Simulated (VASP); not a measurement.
A run of VASP 6.6.1:

Contents of INCAR:

```
PREC = Accurate ; ENCUT = 520
EDIFF = 1E-6 ; ISMEAR = 0
SIGMA = 0.05 ; LREAL = F
LASPH = T ; NELM = 150
ALGO = Normal ; ISIF = 2
LWAVE = F ; LCHARG = F
LMAXMIX = 4 ; LDAU = T
LDAUTYPE = 2 ; LDAUL = -1 2 -1
LDAUU = 0 4 0 ; LDAUJ = 0 0 0
LDAUPRINT = 1 ; GGA = PE
NBANDS = 28
```

Contents of KPOINTS:

```
Automatic mesh
0
Gamma
  6 6 6
```

File POSCAR:

```
BaTiO3
1.0
    4.2086303835      0.0000000000      0.0000000000
    0.0000000000      3.0169455574      2.7416225185
    0.0000000000     -3.0169455574      2.7416225185
Ba Ti O
1 1 3
Direct
    0.0000000000      0.0080771898      0.0080771898
    0.5000000000      0.5197092923      0.5197092923
    0.0000000000      0.4916268263      0.4916268263
    0.5000000000      0.4938075436      0.9829991481
    0.5000000000      0.9829991481      0.4938075436
```

Potentials or basis: VASP PAW PBE potentials, release 64 (Ba_sv, Ti_sv, O).

The run is started by

```console
$ cat potpaw_PBE.64/Ba_sv/POTCAR potpaw_PBE.64/Ti_sv/POTCAR potpaw_PBE.64/O/POTCAR > POTCAR
$ mpirun -np 1 vasp_std > vasp.out
```

Hardware: 1 thread of AMD EPYC 9R45 96-Core Processor (Zen 5), on a shared host.

Q: How long does it take, and how much memory?

A: Wall time 54 s on 1 thread of AMD EPYC 9R45 96-Core Processor (Zen 5) (shared host), peak memory 0.21 GiB. Counts: scf iterations 17, k points 52.
